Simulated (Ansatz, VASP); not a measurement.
Ti in VASP and in Ansatz

File INCAR:

```
SYSTEM = Ti
ALGO = Fast
EDIFF = 1E-6
ENCUT = 520
GGA = PS
ISIF = 2
ISMEAR = 0
LASPH = .TRUE.
LCHARG = .FALSE.
LREAL = .FALSE.
LWAVE = .FALSE.
NBANDS = 19
NELM = 60
PREC = Accurate
SIGMA = 0.15
```

Contents of KPOINTS:

```
k-points
0
G
  18 18 10
  0 0 0
```

Contents of POSCAR:

```
Ti
1.0
    2.8639354726      0.0000000000      0.0000000000
   -1.4319677363      2.4802408741      0.0000000000
    0.0000000000      0.0000000000      4.5334257819
Ti
2
Direct
    0.3333333333      0.6666666667      0.2500000000
    0.6666666667      0.3333333333      0.7500000000
```

Input for Ansatz:

```yaml
crystal:
  lattice:
    - [2.8639354726, 0.0, 0.0]
    - [-1.4319677363, 2.4802408741, 0.0]
    - [0.0, 0.0, 4.5334257819]
  atoms:
    - { symbol: Ti, position: [0.3333333333, 0.6666666667, 0.25] }
    - { symbol: Ti, position: [0.6666666667, 0.3333333333, 0.75] }
basis:
  ecutwfc: 520.0
kpoints:
  mp_grid: { grid: [18, 18, 10] }
hamiltonian:
  xc: pbesol
  pseudopotentials: { kind: paw, azcp: { folder: soft_1 } }
scf:
  occupations: { method: gaussian, width: 0.15 }
output:
  forces: true
  stress: true
  eigenvalues: true
```

Change from the starting cell: mode 4 frozen in at +0.000 Å, equal normal strain along x, y and z -0.0125.

Alike in both runs: task single point; functional PBEsol; k mesh 18 × 18 × 10; occupations gaussian, width 0.15 eV; no spin polarisation.

```csv
,VASP,Ansatz
version,VASP 6.6.1,Ansatz 0.2.0
potentials or method,"VASP PAW PBE potentials, release 64 (Ti_sv), cutoff 520 eV","scalar-relativistic, plane waves, PAW"
valence electrons in the cell,24,24
```

```csv
,VASP,Ansatz,Ansatz less VASP
gap on the k mesh at the Fermi level (eV),none,none,-
pressure (GPa),4.4,4.8,+0.42
"traceless stress, the component that is largest in VASP (GPa)",0.07,0.07,-0.005
```

VASP's potentials were made for PBE, not for PBEsol, and Ansatz warns of the same on its side. A gap of «none» marks a metal or a gap that the smearing closes.
